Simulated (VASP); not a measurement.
# AlNi3: relaxation of volume and atoms at fixed shape with PBEsol

Crystal: AlNi3.

```
CELL_PARAMETERS angstrom
0.00000 2.80189 2.80189
2.80189 0.00000 2.80189
2.80189 2.80189 0.00000
ATOMIC_POSITIONS crystal
Al 0.50000 0.50000 0.50000
Ni 0.25000 0.25000 0.25000
Ni 0.00000 0.00000 0.00000
Ni 0.75000 0.75000 0.75000
```

```json
{
 "Program": "VASP 6.6.1",
 "Task": "relaxation of volume and atoms at fixed shape",
 "Functional": "PBEsol",
 "Potentials or basis": "VASP PAW PBE potentials, release 64 (Al, Ni)",
 "Cutoff": "600 eV",
 "k mesh": "7 × 7 × 7",
 "Occupations": "fermi-dirac, width 0.1 eV",
 "Spin": "collinear spin, ferromagnetic start",
 "Starting moments": "[0.0, 1.5, 1.5, 1.5] μB",
 "Dipole correction": "no",
 "Further INCAR settings": "ALGO = Normal; EDIFF = 1e-06; IBRION = 2; EDIFFG = -0.03; NSW = 80; ISIF = 8"
}
```

| Item | Value |
| --- | --- |
| Relaxed volume | 10.97 Å³/atom |
| Relaxed cell | a = 3.959 Å, b = 3.959 Å, c = 3.959 Å, α = 60.00°, β = 60.00°, γ = 60.00° |
| Space group after relaxing (to 0.05 Å) | Fm-3m (No. 225) |
| Energy gained by relaxing | 0.0 meV/atom |
| Ionic steps | 3 |
| Pressure after relaxing | 0.0 GPa |
| Net moment | 0.00 μB per cell |
| Valence electrons inside the program's atomic spheres | Al 0.82; Ni 9.47, 9.41 |

Step by step:
```
step  energy change (eV)  largest force (eV/Å)  pressure (GPa)  volume (Å³)
   1              0.0000                0.0000           -0.50        43.99
   2              0.0000                0.0000            0.63        43.77
   3             -0.0002                0.0000            0.03        43.88
```

Final structure:
```
Al Ni
1.0
     0.00000    2.79948    2.79948
     2.79948    0.00000    2.79948
     2.79948    2.79948    0.00000
Al Ni
1 3
Direct
  0.50000 0.50000 0.50000
  0.25000 0.25000 0.25000
  0.00000 0.00000 0.00000
  0.75000 0.75000 0.75000
```

Levels at points of the mesh, in eV from the Fermi level:
Spin up:
| k point | band 14 | band 15 | band 16 | band 17 | band 18 | band 19 |
| --- | --- | --- | --- | --- | --- | --- |
| (0.00, 0.00, 0.00) | -0.57 | -0.54 | -0.54 | 5.44 | 5.44 | 5.44 |
Spin down:
| k point | band 14 | band 15 | band 16 | band 17 | band 18 | band 19 |
| --- | --- | --- | --- | --- | --- | --- |
| (0.00, 0.00, 0.00) | -0.57 | -0.54 | -0.54 | 5.44 | 5.44 | 5.44 |

It took 2.7 min on 1 thread of Intel Xeon 8259CL (shared host), peak memory 0.22 GiB.

Caveat: the starting moments collapsed, and a magnetic state may lie lower; the PAW data sets were made with another functional, which shifts forces and pressure a little.
